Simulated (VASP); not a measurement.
# BaHf3O2 (P6mm) in VASP: single point with PBE

Aim: the single point of BaHf3O2 with PBE.

Program: VASP 6.6.1. These are calculated values, not measurements. Logs are shortened: lines on timing, memory, paths and dates and some standing lists are left out, and cuts for length are marked.

## Step 1: The cell of the first run

Symmetry: P6mm, No. 183, hexagonal system. The conventional cell has a = 5.586 Å, b = 5.586 Å, c = 3.923 Å, α = 90.00°, β = 90.00°, γ = 120.00°. Within 4.3 Å of Ba (site symmetry 6mm) lie 6 O at 3.24 Å and 12 Hf at 3.26 to 3.58 Å and 2 Ba at 3.92 Å. Hf (site symmetry 2mm) has 4 O at 2.53 to 2.55 Å and 4 Hf at 2.79 Å and 2 Ba at 3.26 Å within 3.3 Å. Within 3.3 Å of O (site symmetry 3m) lie 6 Hf at 2.53 to 2.55 Å and 3 O at 3.22 Å and 3 Ba at 3.24 Å.

## Step 2: Single point, PBE

Input file INCAR:

```
SYSTEM = BaHf3O2
  PREC = Accurate
  ENCUT = 520
  EDIFF = 1E-6
  ISMEAR = 0
  SIGMA = 0.1
  LREAL = .FALSE.
  LASPH = .TRUE.
  NELM = 80
  ALGO = Normal
  ISIF = 2
  LWAVE = .FALSE.
  LCHARG = .FALSE.
  GGA = PE
  NBANDS = 35
```

Input file KPOINTS:

```
Automatic mesh
0
G
  6 6 4
  0 0 0
```

Input file POSCAR:

```
BaHf3O2
1.0
    5.5857012500      0.0000000000      0.0000000000
   -2.7928506200      4.8373591800      0.0000000000
    0.0000000000      0.0000000000      3.9232264800
Ba Hf O
1 3 2
Direct
    0.0000000000      0.0000000000      0.8888130200
    0.5000000000      0.5000000000      0.4595159900
    0.5000000000      0.0000000000      0.4595159900
    0.0000000000      0.5000000000      0.4595159900
    0.6666666700      0.3333333300      0.9631379800
    0.3333333300      0.6666666700      0.9631379800
```

Potentials or basis: VASP PAW PBE potentials, release 64 (Ba_sv, Hf_pv, O).

The run is started by

```sh
$ cat potpaw_PBE.64/Ba_sv/POTCAR potpaw_PBE.64/Hf_pv/POTCAR potpaw_PBE.64/O/POTCAR > POTCAR
$ mpirun -np 1 vasp_std > vasp.out
```

OUTCAR:

```text
SYSTEM = BaHf3O2
   PREC = Accurate
   ENCUT = 520
   EDIFF = 1E-6
   ISMEAR = 0
   LREAL = .FALSE.
   LASPH = .TRUE.
   NELM = 80
   ISIF = 2
   GGA = PE

 ion  position               nearest neighbor table
   1  0.000  0.000  0.889-   5 3.24   6 3.24   6 3.24   5 3.24   5 3.24   6 3.24   4 3.26   4 3.26
                             3 3.26   3 3.26   2 3.26   2 3.26   4 3.58   4 3.58   3 3.58   3 3.58
   2  0.500  0.500  0.460-   5 2.53   6 2.53   5 2.55   6 2.55   3 2.79   3 2.79   4 2.79   4 2.79
                             1 3.26   1 3.26   1 3.58   1 3.58
   3  0.500  0.000  0.460-   5 2.53   6 2.53   5 2.55   6 2.55   2 2.79   2 2.79   4 2.79   4 2.79
                             1 3.26   1 3.26   1 3.58   1 3.58
   4  0.000  0.500  0.460-   5 2.53   6 2.53   5 2.55   6 2.55   2 2.79   2 2.79   3 2.79   3 2.79
                             1 3.26   1 3.26   1 3.58   1 3.58
   5  0.667  0.333  0.963-   3 2.53   4 2.53   2 2.53   3 2.55   4 2.55   2 2.55   1 3.24   1 3.24
                             1 3.24
   6  0.333  0.667  0.963-   3 2.53   4 2.53   2 2.53   3 2.55   4 2.55   2 2.55   1 3.24   1 3.24
                             1 3.24

  LATTYP: Found a hexagonal cell.
 ALAT       =     5.5857012500
 C/A-ratio  =     0.7023695512

  Lattice vectors:

 A1 = (   5.5857012500,   0.0000000000,   0.0000000000)
 A2 = (  -2.7928506200,   4.8373591800,   0.0000000000)
 A3 = (   0.0000000000,   0.0000000000,   3.9232264800)

Analysis of symmetry for initial positions (statically):
=====================================================================
 Subroutine PRICEL returns:
 Original cell was already a primitive cell.

 Routine SETGRP: Setting up the symmetry group for a
 hexagonal supercell.

 Subroutine GETGRP returns: Found 12 space group operations
 (whereof 12 operations were pure point group operations)
 out of a pool of 24 trial point group operations.

The static configuration has the point symmetry C_6v.

Analysis of symmetry for dynamics (positions and initial velocities):
=====================================================================
 Subroutine PRICEL returns:
 Original cell was already a primitive cell.

 Routine SETGRP: Setting up the symmetry group for a
 hexagonal supercell.

 Subroutine GETGRP returns: Found 12 space group operations
 (whereof 12 operations were pure point group operations)
 out of a pool of 24 trial point group operations.

The dynamic configuration has the point symmetry C_6v.

 Subroutine INISYM returns: Found 12 space group operations
 (whereof 12 operations are pure point group operations),
 and found     1 'primitive' translations

----------------------------------------------------------------------------------------

                                     Primitive cell

  volume of cell :     106.0057

  direct lattice vectors                    reciprocal lattice vectors
     5.585701250  0.000000000  0.000000000     0.179028551  0.103362182  0.000000000
    -2.792850620  4.837359180  0.000000000     0.000000000  0.206724364  0.000000000
     0.000000000  0.000000000  3.923226480     0.000000000  0.000000000  0.254892244

  length of vectors
     5.585701250  5.585701247  3.923226480     0.206724364  0.206724364  0.254892244

  position of ions in fractional coordinates (direct lattice)
     0.000000000  0.000000000  0.888813020
     0.500000000  0.500000000  0.459515990
     0.500000000  0.000000000  0.459515990
     0.000000000  0.500000000  0.459515990
     0.666666670  0.333333330  0.963137980
     0.333333330  0.666666670  0.963137980

  ion indices of the primitive-cell ions
   primitive index   ion index
                 1           1
                 2           2
                 3           3
                 4           4
                 5           5
                 6           6

----------------------------------------------------------------------------------------

 KPOINTS: Automatic mesh

Automatic generation of k-mesh.
 Grid dimensions read from file:
 generate k-points for:    6    6    4

 Generating k-lattice:

  Cartesian coordinates                     Fractional coordinates (reciprocal lattice)
     0.029838092  0.017227030  0.000000000     0.166666667  0.000000000  0.000000000
     0.000000000  0.034454061  0.000000000     0.000000000  0.166666667  0.000000000
     0.000000000  0.000000000  0.063723061     0.000000000  0.000000000  0.250000000

  Length of vectors
     0.034454061  0.034454061  0.063723061

  Shift w.r.t. Gamma in fractional coordinates (k-lattice)
     0.000000000  0.000000000  0.000000000

 Subroutine IBZKPT returns following result:
 ===========================================

 Found     21 irreducible k-points:

 Following reciprocal coordinates:
            Coordinates               Weight
  0.000000  0.000000  0.000000      1.000000
  0.166667 -0.000000  0.000000      6.000000
  0.333333  0.000000  0.000000      6.000000
  0.500000  0.000000  0.000000      3.000000
  0.166667  0.166667  0.000000      6.000000
  0.333333  0.166667  0.000000     12.000000
[... 13 lines left out ...]
  0.333333  0.166667  0.500000     12.000000
  0.333333  0.333333  0.500000      2.000000
   k-points           NKPTS =     21   k-points in BZ     NKDIM =     21   number of bands    NBANDS=     35
   number of dos      NEDOS =    301   number of ions     NIONS =      6
   total plane-waves  NPLWV =  52920
   dimension x,y,z NGX =    42 NGY =   42 NGZ =   30
   dimension x,y,z NGXF=    84 NGYF=   84 NGZF=   60
   ions per type =               1   3   2
   NGX,Y,Z   is equivalent  to a cutoff of  12.50, 12.50, 12.71 a.u.
   NGXF,Y,Z  is equivalent  to a cutoff of  25.00, 25.00, 25.42 a.u.
 SYSTEM =  BaHf3O2
   PREC   = accura    normal or accurate (medium, high low for compatibility)
   ISTART =      0    job   : 0-new  1-cont  2-samecut
   ICHARG =      2    charge: 1-file 2-atom 10-const
   ISPIN  =      1    spin polarized calculation?
   LNONCOLLINEAR =      F non collinear calculations
   LSORBIT =      F    spin-orbit coupling
   LASPH  =      T    aspherical Exc in radial PAW
   ENCUT  =  520.0 eV  38.22 Ry    6.18 a.u.  10.39 10.39  7.29*2*pi/ulx,y,z
   NELM   =     80;   NELMIN=  2; NELMDL= -5     # of ELM steps
   EDIFF  = 0.1E-05   stopping-criterion for ELM
   LREAL  =      F    real-space projection
   EDIFFG = 0.1E-04   stopping-criterion for IOM
   NSW    =      0    number of steps for IOM
   IBRION =     -1    ionic relax: 0-MD 1-quasi-New 2-CG
   NFREE  =      0    steps in history (QN), initial steepest desc. (CG)
   ISIF   =      2    stress and relaxation
   ISYM   =      2    0-nonsym 1-usesym 2-fastsym
   POTIM  = 0.5000    time-step for ionic-motion
   TEBEG  =    0.0;   TEEND  =   0.0 temperature during run
   PSTRESS=    0.0 pullay stress
   NELECT =      52.0000    total number of electrons
   NUPDOWN=      -1.0000    fix difference up-down
   EMIN   =  10.00;   EMAX   =-10.00  energy-range for DOS
   EFERMI =   0.00;   METHOD = LEGACY
   ISMEAR =     0;   SIGMA  =   0.10  broadening in eV -4-tet -1-fermi 0-gaus
   EFERMI_NEDOS =   21; number of points for ismear=-14 and -15
   IALGO  =     38    algorithm
   IMIX   =      4    mixing-type and parameters
     AMIX     =   0.40;   BMIX     =  1.00
     AMIX_MAG =   1.60;   BMIX_MAG =  1.00
  volume/ion in A,a.u.               =      17.67       119.23
  Fermi-wavevector in a.u.,A,eV,Ry     =   1.291119  2.439860 22.680738  1.666987
  Thomas-Fermi vector in A             =   2.422908
   LORBIT       =      0    0 simple, 1 ext, 2 COOP (PROOUT), +10 PAW based schemes
   GGA     = PE    functional components
   LHFCALC =     F    Hartree Fock is set to
   AEXX    =    0.0000 exact exchange contribution
   IVDW    =     0    specifies the selected vdW correction
   LEPSILON=     F    determine dielectric tensor
   LRPA    =     F    only Hartree local field effects (RPA)
 non-spin polarized calculation
 Gauss-broadening in eV      SIGMA  =   0.10
  energy-cutoff  :      520.00
  volume of cell :      106.01
 maximum number of plane-waves:      2872
 NGX is ok and might be reduce to    42
   NGX = 21   NGY = 21   NGZ = 15

 number of electron      52.0000003 magnetization

 Free energy of the ion-electron system (eV)
  ---------------------------------------------------
  ext. energy  EPLUGINS =         0.00000000
  ---------------------------------------------------
  free energy    TOTEN  =       -44.52695426 eV

  energy without entropy =      -44.50447023  energy(sigma->0) =      -44.51571224

 E-fermi :   5.7435     XC(G=0): -11.2099

 val. band max:        5.7148779638   @ k =   0.3333   0.1667   0.5000
 cond. band min:       5.7567096848   @ k =   0.3333   0.0000   0.5000
 fundamental gap:      0.0418317210
 Fermi energy:         5.7435079609

 k-point     1 :       0.0000    0.0000    0.0000
  band No.  band energies     occupation
      1     -26.2074      2.00000
      2     -25.5655      2.00000
      3     -25.5143      2.00000
      4     -25.5143      2.00000
      5     -25.3182      2.00000
      6     -25.3182      2.00000
[... 27 lines left out ...]
     34      10.0876      0.00000
     35      10.0885      0.00000

 k-point     2 :       0.1667   -0.0000    0.0000
  band No.  band energies     occupation
      1     -26.1267      2.00000
      2     -25.5512      2.00000
      3     -25.5056      2.00000
      4     -25.4557      2.00000
      5     -25.3331      2.00000
      6     -25.3183      2.00000
[... 27 lines left out ...]
     34       9.5378      0.00000
     35       9.7258      0.00000

 k-point     3 :       0.3333    0.0000    0.0000
  band No.  band energies     occupation
      1     -25.9380      2.00000
      2     -25.5136      2.00000
      3     -25.4471      2.00000
      4     -25.3713      2.00000
      5     -25.3187      2.00000
      6     -25.2936      2.00000
[... 27 lines left out ...]
     34       8.5205      0.00000
     35       9.1631      0.00000
[... 609 lines left out ...]
 k-point    20 :       0.3333    0.1667    0.5000
  band No.  band energies     occupation
      1     -25.7671      2.00000
      2     -25.5712      2.00000
      3     -25.4713      2.00000
      4     -25.4068      2.00000
      5     -25.3702      2.00000
      6     -25.1437      2.00000
[... 27 lines left out ...]
     34       9.0296      0.00000
     35       9.2230      0.00000

 k-point    21 :       0.3333    0.3333    0.5000
  band No.  band energies     occupation
      1     -25.5350      2.00000
      2     -25.5350      2.00000
      3     -25.5203      2.00000
      4     -25.5203      2.00000
      5     -25.3731      2.00000
      6     -25.3093      2.00000
[... 27 lines left out ...]
     34       8.3803      0.00000
     35       9.0063      0.00000

------------------------ aborting loop because EDIFF is reached ----------------------------------------

  FORCE on cell =-STRESS in cart. coord.  units (eV):
  Direction    XX          YY          ZZ          XY          YZ          ZX
  --------------------------------------------------------------------------------------
  -------------------------------------------------------------------------------------
  Total        4.8539644      4.8539644     -4.2640581      0.0000000     -0.0000000      0.0000000
  in kB       73.3631125     73.3631125    -64.4472332      0.0000001     -0.0000000      0.0000000
  external PRESSURE =      27.4263306 kB  Pullay stress =       0.0000000 kB

 VOLUME and BASIS-vectors are now :
 -----------------------------------------------------------------------------
  energy-cutoff  :      520.00
  volume of cell :      106.01
      direct lattice vectors                 reciprocal lattice vectors
     5.585701250  0.000000000  0.000000000     0.179028551  0.103362182  0.000000000
    -2.792850620  4.837359180  0.000000000     0.000000000  0.206724364  0.000000000
     0.000000000  0.000000000  3.923226480     0.000000000  0.000000000  0.254892244

 POSITION                                       TOTAL-FORCE (eV/Angst)
 -----------------------------------------------------------------------------------
      0.00000      0.00000      3.48701         0.000000     -0.000000      1.682208
      1.39643      2.41868      1.80279         0.000000      0.000000     -0.370559
      2.79285      0.00000      1.80279         0.000000      0.000000     -0.370559
     -1.39643      2.41868      1.80279         0.000000      0.000000     -0.370559
      2.79285      1.61245      3.77861         0.000000     -0.000000     -0.285266
     -0.00000      3.22491      3.77861        -0.000000      0.000000     -0.285266
 -----------------------------------------------------------------------------------
    total drift:                               -0.000000     -0.000000     -0.000563

  FREE ENERGIE OF THE ION-ELECTRON SYSTEM (eV)
  ---------------------------------------------------
  free  energy   TOTEN  =       -44.5269542587 eV

  energy  without entropy=      -44.5044702292  energy(sigma->0) =      -44.51571224
```

It took 35 s on 1 thread of Intel Xeon 6975P-C (Granite Rapids), shared host; peak memory 0.26 GiB.

What came out:

- Free energy: -44.5270 eV
- Pressure: 2.7 GPa
- Largest force: 1.682 eV/Å
- Band gap on the k mesh: zero (band 26 reaches 6.12 eV, above the bottom of band 27 at 4.97 eV)

Forces on the atoms (eV/Å):
```
Ba   0.000  0.000  1.682
Hf   0.000  0.000 -0.371
Hf   0.000  0.000 -0.371
Hf   0.000  0.000 -0.371
O    0.000  0.000 -0.285
O    0.000  0.000 -0.285
```

Stress tensor (GPa, compression positive):
```
 7.34  0.00  0.00
 0.00  7.34  0.00
 0.00  0.00 -6.44
```

Caveat: the k points lie up to 0.40 Å⁻¹ apart; spin-orbit coupling is left out, which moves the levels of the heavy elements; forces of over 1 eV/Å act on the atoms, so gaps and moduli don't describe the material at rest.
